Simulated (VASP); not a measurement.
Runs of VASP 6.6.1 on NaLu. The structure is that of space group Fm-3m (No. 225), or close to it. The cells are those of the table. 

```csv
task,cell,k mesh,cutoff (eV),gap on the mesh (eV),pressure (GPa),relaxed volume (Å³/atom)
single point,"a = 3.914 Å, angles 60.0°, 2 atoms",6 × 6 × 6,520,none,18.2,-
single point,"a = 4.479 Å, angles 60.0°, 2 atoms",6 × 6 × 6,520,none,(a),-
relaxation of cell and atoms,"relaxed from a = 4.479 Å, angles 60.0°, 2 atoms",16 × 16 × 16,600,none,0.0,32.27
relaxation of cell and atoms,"relaxed from a = 3.914 Å, angles 60.0°, 2 atoms",6 × 6 × 6,600,none,0.1,31.78
single point,"a = 4.496 Å, angles 60.0°, 2 atoms",16 × 16 × 16,520,none,0.0,-
```

Alike in all rows: level PBE; potentials or basis VASP PAW PBE potentials, release 64 (Na_pv, Lu); no spin polarisation; smearing gaussian 0.1 eV.

Q: Fill in the values left out.

A: (a) 0.2.

Caveats: spin-orbit coupling is left out, which moves the levels of the heavy elements; the volume moved by over 15 % at a fixed basis, so the end points are rough (some runs).

A k mesh can miss the band edges, and the runs leave out spin-orbit coupling on Lu.

A gap of «none» marks levels without a gap at the run's occupations.
